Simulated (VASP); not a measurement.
# CuO (C2/c) in VASP: a series of runs

The runs below take CuO through single point, with PBEsol.

Program: VASP 6.6.1. These are calculated values, not measurements. Logs are shortened: lines on timing, memory, paths and dates and some standing lists are left out, and cuts for length are marked.

### Step 1. The cell of the first run

The typed cell holds 4 atoms: a = 2.776 Å, b = 2.776 Å, c = 5.092 Å, α = 90.03°, β = 90.03°, γ = 89.93°.

### Step 2. Single point, PBEsol

Contents of INCAR:

```
SYSTEM = CuO
PREC = Accurate
ENCUT = 520
EDIFF = 1E-7
ISMEAR = 0
SIGMA = 0.1
LREAL = .FALSE.
LASPH = .TRUE.
NELM = 60
ALGO = Normal
ISIF = 2
LWAVE = .FALSE.
LCHARG = .FALSE.
GGA = PS
NBANDS = 25
```

Contents of KPOINTS:

```
Automatic mesh
0
G
  14 14 8
  0 0 0
```

Contents of POSCAR:

```
CuO
1.0
    1.9634988481     -1.9616042386      0.0416360354
    1.9634988481      1.9616042386      0.0416360354
   -0.1116938192      0.0000000000      5.0911349822
Cu O
2 2
Direct
    0.5000000000      0.0000000000      0.5000000000
    0.0000000000      0.5000000000      0.0000000000
    0.5002282077      0.4997717923      0.2500000000
    0.4997717923      0.5002282077      0.7500000000
```

Potentials or basis: VASP PAW PBE potentials, release 64 (Cu, O).

Run with:

```bash
cat potpaw_PBE.64/Cu/POTCAR potpaw_PBE.64/O/POTCAR > POTCAR
mpirun -np 1 vasp_std > vasp.out
```

OUTCAR:

```text
SYSTEM = CuO
   PREC = Accurate
   ENCUT = 520
   EDIFF = 1E-7
   ISMEAR = 0
   LREAL = .FALSE.
   LASPH = .TRUE.
   NELM = 60
   ISIF = 2
   GGA = PS

 ion  position               nearest neighbor table
   1  0.500  0.000  0.500-   4 1.88   3 1.88   4 1.88   3 1.88
   2  0.000  0.500  0.000-   3 1.88   4 1.88   4 1.88   3 1.88
   3  0.500  0.500  0.250-   1 1.88   2 1.88   2 1.88   1 1.88
   4  0.500  0.500  0.750-   2 1.88   1 1.88   2 1.88   1 1.88

  LATTYP: Found a base centered monoclinic cell.
 ALAT       =     3.9278804900
 B/A-ratio  =     0.9988105512
 C/A-ratio  =     1.2964651207
 COS(beta)  =    -0.0007335209

  Lattice vectors:

 A1 = (   1.9634988481,  -1.9616042386,   0.0416360354)
 A2 = (   1.9634988481,   1.9616042386,   0.0416360354)
 A3 = (  -0.1116938192,   0.0000000000,   5.0911349822)

Analysis of symmetry for initial positions (statically):
=====================================================================
 Subroutine PRICEL returns:
 Original cell was already a primitive cell.

 Routine SETGRP: Setting up the symmetry group for a
 base centered monoclinic supercell.

 Subroutine GETGRP returns: Found  4 space group operations
 (whereof  2 operations were pure point group operations)
 out of a pool of  4 trial point group operations.

The static configuration has the point symmetry S_2 .
 The point group associated with its full space group is C_2h.

Analysis of symmetry for dynamics (positions and initial velocities):
=====================================================================
 Subroutine PRICEL returns:
 Original cell was already a primitive cell.

 Routine SETGRP: Setting up the symmetry group for a
 base centered monoclinic supercell.

 Subroutine GETGRP returns: Found  4 space group operations
 (whereof  2 operations were pure point group operations)
 out of a pool of  4 trial point group operations.

The dynamic configuration has the point symmetry S_2 .
 The point group associated with its full space group is C_2h.

 Subroutine INISYM returns: Found  4 space group operations
 (whereof  2 operations are pure point group operations),
 and found     1 'primitive' translations

----------------------------------------------------------------------------------------

                                     Primitive cell

  volume of cell :      39.2364

  direct lattice vectors                    reciprocal lattice vectors
     1.963498848 -1.961604239  0.041636035     0.254529052 -0.254893413  0.005584083
     1.963498848  1.961604239  0.041636035     0.254529052  0.254893413  0.005584083
    -0.111693819  0.000000000  5.091134982    -0.004163151  0.000000000  0.196328521

  length of vectors
     2.775779616  2.775779616  5.092360054     0.360259452  0.360259452  0.196372656

  position of ions in fractional coordinates (direct lattice)
     0.500000000  0.000000000  0.500000000
     0.000000000  0.500000000  1.000000000
     0.500228208  0.499771792  0.250000000
     0.499771792  0.500228208  0.750000000

  ion indices of the primitive-cell ions
   primitive index   ion index
                 1           1
                 2           2
                 3           3
                 4           4

----------------------------------------------------------------------------------------

 KPOINTS: Automatic mesh

Automatic generation of k-mesh.
 Grid dimensions read from file:
 generate k-points for:   14   14    8

 Generating k-lattice:

  Cartesian coordinates                     Fractional coordinates (reciprocal lattice)
     0.018180647 -0.018206672  0.000398863     0.071428571  0.000000000  0.000000000
     0.018180647  0.018206672  0.000398863     0.000000000  0.071428571  0.000000000
    -0.000520394  0.000000000  0.024541065    -0.000000000 -0.000000000  0.125000000

  Length of vectors
     0.025732818  0.025732818  0.024546582

  Shift w.r.t. Gamma in fractional coordinates (k-lattice)
     0.000000000  0.000000000  0.000000000

 Subroutine IBZKPT returns following result:
 ===========================================

 Found    429 irreducible k-points:

 Following reciprocal coordinates:
            Coordinates               Weight
  0.000000  0.000000  0.000000      1.000000
  0.071429 -0.000000  0.000000      4.000000
  0.142857  0.000000 -0.000000      4.000000
  0.214286 -0.000000 -0.000000      4.000000
  0.285714  0.000000 -0.000000      4.000000
  0.357143  0.000000 -0.000000      4.000000
[... 16 lines left out ...]
  0.214286  0.142857 -0.000000      4.000000
  0.285714  0.142857 -0.000000      4.000000
 [... further k-points ...]
   k-points           NKPTS =    429   k-points in BZ     NKDIM =    429   number of bands    NBANDS=     25
   number of dos      NEDOS =    301   number of ions     NIONS =      4
   total plane-waves  NPLWV =  23040
   dimension x,y,z NGX =    24 NGY =   24 NGZ =   40
   dimension x,y,z NGXF=    48 NGYF=   48 NGZF=   80
   ions per type =               2   2
   NGX,Y,Z   is equivalent  to a cutoff of  14.37, 14.37, 13.06 a.u.
   NGXF,Y,Z  is equivalent  to a cutoff of  28.75, 28.75, 26.12 a.u.
 SYSTEM =  CuO
   PREC   = accura    normal or accurate (medium, high low for compatibility)
   ISTART =      0    job   : 0-new  1-cont  2-samecut
   ICHARG =      2    charge: 1-file 2-atom 10-const
   ISPIN  =      1    spin polarized calculation?
   LNONCOLLINEAR =      F non collinear calculations
   LSORBIT =      F    spin-orbit coupling
   LASPH  =      T    aspherical Exc in radial PAW
   ENCUT  =  520.0 eV  38.22 Ry    6.18 a.u.   5.16  5.16  9.47*2*pi/ulx,y,z
   NELM   =     60;   NELMIN=  2; NELMDL= -5     # of ELM steps
   EDIFF  = 0.1E-06   stopping-criterion for ELM
   LREAL  =      F    real-space projection
   EDIFFG = 0.1E-05   stopping-criterion for IOM
   NSW    =      0    number of steps for IOM
   IBRION =     -1    ionic relax: 0-MD 1-quasi-New 2-CG
   NFREE  =      0    steps in history (QN), initial steepest desc. (CG)
   ISIF   =      2    stress and relaxation
   ISYM   =      2    0-nonsym 1-usesym 2-fastsym
   POTIM  = 0.5000    time-step for ionic-motion
   TEBEG  =    0.0;   TEEND  =   0.0 temperature during run
   PSTRESS=    0.0 pullay stress
   NELECT =      34.0000    total number of electrons
   NUPDOWN=      -1.0000    fix difference up-down
   EMIN   =  10.00;   EMAX   =-10.00  energy-range for DOS
   EFERMI =   0.00;   METHOD = LEGACY
   ISMEAR =     0;   SIGMA  =   0.10  broadening in eV -4-tet -1-fermi 0-gaus
   EFERMI_NEDOS =   21; number of points for ismear=-14 and -15
   IALGO  =     38    algorithm
   IMIX   =      4    mixing-type and parameters
     AMIX     =   0.40;   BMIX     =  1.00
     AMIX_MAG =   1.60;   BMIX_MAG =  1.00
  volume/ion in A,a.u.               =       9.81        66.19
  Fermi-wavevector in a.u.,A,eV,Ry     =   1.560768  2.949423 33.143733  2.435996
  Thomas-Fermi vector in A             =   2.663931
   LORBIT       =      0    0 simple, 1 ext, 2 COOP (PROOUT), +10 PAW based schemes
   GGA     = PS    functional components
   LHFCALC =     F    Hartree Fock is set to
   AEXX    =    0.0000 exact exchange contribution
   IVDW    =     0    specifies the selected vdW correction
   LEPSILON=     F    determine dielectric tensor
   LRPA    =     F    only Hartree local field effects (RPA)
 non-spin polarized calculation
 Gauss-broadening in eV      SIGMA  =   0.10
  energy-cutoff  :      520.00
  volume of cell :       39.24
 maximum number of plane-waves:      1080
 NGX is ok and might be reduce to    24
   NGX = 11   NGY = 11   NGZ = 19

 number of electron      34.0000009 magnetization

 Free energy of the ion-electron system (eV)
  ---------------------------------------------------
  ext. energy  EPLUGINS =         0.00000000
  ---------------------------------------------------
  free energy    TOTEN  =       -21.31291190 eV

  energy without entropy =      -21.30071915  energy(sigma->0) =      -21.30681553

 E-fermi :   6.3307     XC(G=0): -12.2982

 val. band max:        6.3268337120   @ k =   0.1429   0.0714   0.5000
 cond. band min:       6.3437090540   @ k =  -0.0714   0.4286   0.1250
 fundamental gap:      0.0168753420
 Fermi energy:         6.3306870774

 k-point     1 :       0.0000    0.0000    0.0000
  band No.  band energies     occupation
      1     -14.4633      2.00000
      2     -12.9515      2.00000
      3      -3.0499      2.00000
      4       0.1543      2.00000
      5       0.1569      2.00000
      6       1.8798      2.00000
[... 17 lines left out ...]
     24      21.7207      0.00000
     25      21.8029      0.00000

 k-point     2 :       0.0714   -0.0000    0.0000
  band No.  band energies     occupation
      1     -14.4261      2.00000
      2     -12.9389      2.00000
      3      -2.9929      2.00000
      4       0.1037      2.00000
      5       0.1723      2.00000
      6       1.6315      2.00000
[... 17 lines left out ...]
     24      21.8373      0.00000
     25      21.8648      0.00000

 k-point     3 :       0.1429    0.0000   -0.0000
  band No.  band energies     occupation
      1     -14.3200      2.00000
      2     -12.9036      2.00000
      3      -2.8296      2.00000
      4      -0.0239      2.00000
      5       0.2197      2.00000
      6       0.9424      2.00000
[... 17 lines left out ...]
     24      21.9700      0.00000
     25      21.9785      0.00000

 k-point     4 :       0.2143   -0.0000   -0.0000
  band No.  band energies     occupation
      1     -14.1605      2.00000
      2     -12.8519      2.00000
      3      -2.5835      2.00000
      4      -0.1692      2.00000
      5       0.1214      2.00000
      6       0.2897      2.00000
[... 17 lines left out ...]
     24      21.9299      0.00000
     25      22.1967      0.00000

 k-point     5 :       0.2857    0.0000   -0.0000
  band No.  band energies     occupation
      1     -13.9742      2.00000
      2     -12.7935      2.00000
      3      -2.2949      2.00000
      4      -0.6649      2.00000
      5      -0.2818      2.00000
      6       0.3697      2.00000
[... 17 lines left out ...]
     24      21.5456      0.00000
     25      22.5428      0.00000

 k-point     6 :       0.3571    0.0000   -0.0000
  band No.  band energies     occupation
      1     -13.7970      2.00000
      2     -12.7401      2.00000
      3      -2.0198      2.00000
      4      -1.3084      2.00000
      5      -0.3358      2.00000
      6       0.4439      2.00000
[... 17 lines left out ...]
     24      20.8080      0.00000
     25      22.5123      0.00000
[... 393 lines left out ...]
 k-point    21 :      -0.0714    0.0714    0.0000
  band No.  band energies     occupation
      1     -14.3892      2.00000
      2     -12.9265      2.00000
      3      -2.9359      2.00000
      4       0.1024      2.00000
      5       0.1388      2.00000
      6       1.5369      2.00000
[... 17 lines left out ...]
     24      21.4794      0.00000
     25      21.9330      0.00000

 k-point    22 :       0.1429    0.1429   -0.0000
  band No.  band energies     occupation
      1     -14.1791      2.00000
      2     -12.8581      2.00000
      3      -2.6086      2.00000
      4      -0.0142      2.00000
      5       0.1044      2.00000
      6       0.8391      2.00000
[... 17 lines left out ...]
     24      19.9462      0.00000
     25      22.2854      0.00000

 k-point    23 :       0.2143    0.1429   -0.0000
  band No.  band energies     occupation
      1     -14.0224      2.00000
      2     -12.8092      2.00000
      3      -2.3609      2.00000
      4      -0.1178      2.00000
      5       0.1451      2.00000
      6       0.1681      2.00000
[... 17 lines left out ...]
     24      19.8543      0.00000
     25      22.4027      0.00000

 k-point    24 :       0.2857    0.1429   -0.0000
  band No.  band energies     occupation
      1     -13.8395      2.00000
      2     -12.7540      2.00000
      3      -2.0694      2.00000
      4      -0.5857      2.00000
      5      -0.2048      2.00000
      6       0.2101      2.00000
[... 17 lines left out ...]
     24      20.2284      0.00000
     25      22.1073      0.00000

 [... further k-points ...]

------------------------ aborting loop because EDIFF is reached ----------------------------------------

  FORCE on cell =-STRESS in cart. coord.  units (eV):
  Direction    XX          YY          ZZ          XY          YZ          ZX
  --------------------------------------------------------------------------------------
  -------------------------------------------------------------------------------------
  Total        3.8576378      3.8541858      4.0227882      0.0000000      0.0000000     -0.0044791
  in kB      157.5227874    157.3818279    164.2665408      0.0000000      0.0000000     -0.1828982
  external PRESSURE =     159.7237187 kB  Pullay stress =       0.0000000 kB

 VOLUME and BASIS-vectors are now :
 -----------------------------------------------------------------------------
  energy-cutoff  :      520.00
  volume of cell :       39.24
      direct lattice vectors                 reciprocal lattice vectors
     1.963498848 -1.961604239  0.041636035     0.254529052 -0.254893413  0.005584083
     1.963498848  1.961604239  0.041636035     0.254529052  0.254893413  0.005584083
    -0.111693819  0.000000000  5.091134982    -0.004163151  0.000000000  0.196328521

 POSITION                                       TOTAL-FORCE (eV/Angst)
 -----------------------------------------------------------------------------------
      0.92590     -0.98080      2.56639        -0.000000     -0.000000     -0.000000
      0.98175      0.98080      0.02082        -0.000000      0.000000     -0.000000
      1.93558     -0.00090      1.31442        -0.000000     -0.000495     -0.000000
      1.87973      0.00090      3.85999         0.000000      0.000495      0.000000
 -----------------------------------------------------------------------------------
    total drift:                                0.000000     -0.000000     -0.000000

  FREE ENERGIE OF THE ION-ELECTRON SYSTEM (eV)
  ---------------------------------------------------
  free  energy   TOTEN  =       -21.3129118992 eV

  energy  without entropy=      -21.3007191548  energy(sigma->0) =      -21.30681553
```

Run time: 6.8 min. Hardware: 1 thread of Intel Xeon Platinum 8375C at 2.90GHz (Ice Lake), shared host; peak memory 0.44 GiB.

What came out:

| Item | Value |
| --- | --- |
| Free energy | -21.3129 eV |
| Pressure | 16.0 GPa |
| Band gap on the k mesh | zero (bands 17 and 18 overlap by 1.22 eV) |

Caveat: the cell stands under pressure; the PAW data sets were made with another functional, which shifts forces and pressure a little; semilocal functionals often make such compounds metallic where correlation or magnetic order opens a gap, which also shifts bond lengths.

### Step 3. Single point, PBEsol

This run uses another cell than the first one, of 10.17 Å³/atom.

Contents of INCAR:

```
SYSTEM = CuO
ALGO = Normal
EDIFF = 1E-6
ENCUT = 520
GGA = PS
ISIF = 2
ISMEAR = 0
LASPH = .True.
LCHARG = .False.
LREAL = .False.
LWAVE = .False.
NBANDS = 25
NELM = 100
PREC = Accurate
SIGMA = 0.1
```

Contents of KPOINTS:

```
k-points
0
Gamma
  14 14 8
  0 0 0
```

Contents of POSCAR:

```
CuO
1.0
    1.9996039990     -1.9983621459      0.0426090776
    1.9996039990      1.9983621459      0.0426090776
   -0.1111261966      0.0000000000      5.0864909477
Cu O
2 2
Direct
    0.5000000000      0.0000000000      0.5000000000
    0.0000000000      0.5000000000      0.0000000000
    0.5001639338      0.4998360662      0.2500000000
    0.4998360662      0.5001639338      0.7500000000
```

Potentials or basis: VASP PAW PBE potentials, release 64 (Cu, O).

Run with:

```bash
cat potpaw_PBE.64/Cu/POTCAR potpaw_PBE.64/O/POTCAR > POTCAR
mpirun -np 1 vasp_std > vasp.out
```

OUTCAR:

```text
SYSTEM = CuO
   EDIFF = 1E-6
   ENCUT = 520
   GGA = PS
   ISIF = 2
   ISMEAR = 0
   LASPH = .True.
   LREAL = .False.
   NELM = 100
   PREC = Accurate

 ion  position               nearest neighbor table
   1  0.500  0.000  0.500-   4 1.90   3 1.90   4 1.90   3 1.90
   2  0.000  0.500  0.000-   3 1.90   4 1.90   4 1.90   3 1.90
   3  0.500  0.500  0.250-   1 1.90   2 1.90   2 1.90   1 1.90
   4  0.500  0.500  0.750-   2 1.90   1 1.90   2 1.90   1 1.90

[... 876 lines left out ...]
  FORCE on cell =-STRESS in cart. coord.  units (eV):
  Direction    XX          YY          ZZ          XY          YZ          ZX
  --------------------------------------------------------------------------------------
  -------------------------------------------------------------------------------------
  Total        2.2041633      2.2037520      2.3518001      0.0000000      0.0000000     -0.0032909
  in kB       86.8331890     86.8169854     92.6493540      0.0000000      0.0000000     -0.1296441
  external PRESSURE =      88.7665095 kB  Pullay stress =       0.0000000 kB

 VOLUME and BASIS-vectors are now :
 -----------------------------------------------------------------------------
  energy-cutoff  :      520.00
  volume of cell :       40.67
      direct lattice vectors                 reciprocal lattice vectors
     1.999603999 -1.998362146  0.042609078     0.249933156 -0.250204900  0.005460370
     1.999603999  1.998362146  0.042609078     0.249933156  0.250204900  0.005460370
    -0.111126197  0.000000000  5.086490948    -0.004187335  0.000000000  0.196507708

 POSITION                                       TOTAL-FORCE (eV/Angst)
 -----------------------------------------------------------------------------------
      0.94424     -0.99918      2.56455         0.000000     -0.000000     -0.000000
      0.99980      0.99918      0.02130         0.000000      0.000000     -0.000000
      1.97182     -0.00066      1.31423        -0.000000     -0.000108     -0.000000
      1.91626      0.00066      3.85748        -0.000000      0.000108      0.000000
 -----------------------------------------------------------------------------------
    total drift:                                0.000000     -0.000000     -0.000000

  FREE ENERGIE OF THE ION-ELECTRON SYSTEM (eV)
  ---------------------------------------------------
  free  energy   TOTEN  =       -21.4235374904 eV

  energy  without entropy=      -21.4110022225  energy(sigma->0) =      -21.41726986
```

stdout:

```text
POSCAR found type information on POSCAR CuO
 POSCAR found :  2 types and       4 ions
 scaLAPACK will be used
 -----------------------------------------------------------------------------
|                                                                             |
|                                                                             |
|     You enforced a specific xc type in the INCAR file but a different       |
|     I HOPE YOU KNOW WHAT YOU ARE DOING!                                     |
|                                                                             |
 -----------------------------------------------------------------------------

 LDA part: xc-table for (Slater+PW92), standard interpolation
 POSCAR, INCAR and KPOINTS ok, starting setup
 FFT: planning ... GRIDC
 FFT: planning ... GRID_SOFT
 FFT: planning ... GRID
 WAVECAR not read
 entering main loop
```

It took 5.3 min on 1 thread of Intel Xeon Platinum 8375C at 2.90GHz (Ice Lake), shared host; peak memory 0.45 GiB.

Results:

```yaml
Free_energy: -21.4235 eV
Pressure: 8.9 GPa
Band_gap_on_the_k_mesh: zero (bands 17 and 18 overlap by 1.20 eV)
```

Stress tensor (GPa, compression positive):
```
 8.68  0.00 -0.01
 0.00  8.68  0.00
-0.01  0.00  9.26
```

Levels at points of the mesh, in eV from the Fermi level:
| k point | band 13 | band 14 | band 15 | band 16 | band 17 | band 18 | band 19 | band 20 | band 21 | band 22 |
| --- | --- | --- | --- | --- | --- | --- | --- | --- | --- | --- |
| (0.00, 0.00, 0.00) | -2.68 | -2.63 | -2.53 | -2.20 | 0.69 | 0.70 | 1.59 | 6.11 | 7.55 | 13.72 |
| (0.50, 0.00, 0.00) | -2.46 | -2.12 | -1.73 | -1.65 | 0.23 | 0.45 | 3.28 | 6.16 | 6.79 | 11.23 |
| (0.50, 0.50, 0.00) | -2.55 | -2.55 | -1.69 | -1.27 | -1.27 | 1.24 | 1.79 | 7.08 | 10.18 | 10.19 |
| (0.00, 0.00, 0.50) | -2.58 | -2.58 | -1.69 | -1.69 | 0.05 | 0.05 | 3.67 | 3.67 | 11.75 | 11.75 |
| (0.50, 0.00, 0.50) | -2.64 | -2.62 | -2.21 | -1.98 | -0.10 | 0.71 | 4.09 | 6.11 | 8.37 | 9.52 |
| (0.50, 0.50, 0.50) | -2.19 | -2.19 | -1.52 | -1.52 | -0.49 | -0.49 | 3.76 | 3.76 | 11.35 | 11.35 |

Caveat: the cell stands under pressure; the PAW data sets were made with another functional, which shifts forces and pressure a little; semilocal functionals often make such compounds metallic where correlation or magnetic order opens a gap, which also shifts bond lengths. With open d or f shells a metallic result of PBEsol can be an artefact of self-interaction; +U or a hybrid may open a gap.

(Part 1 of 2 ends here.)
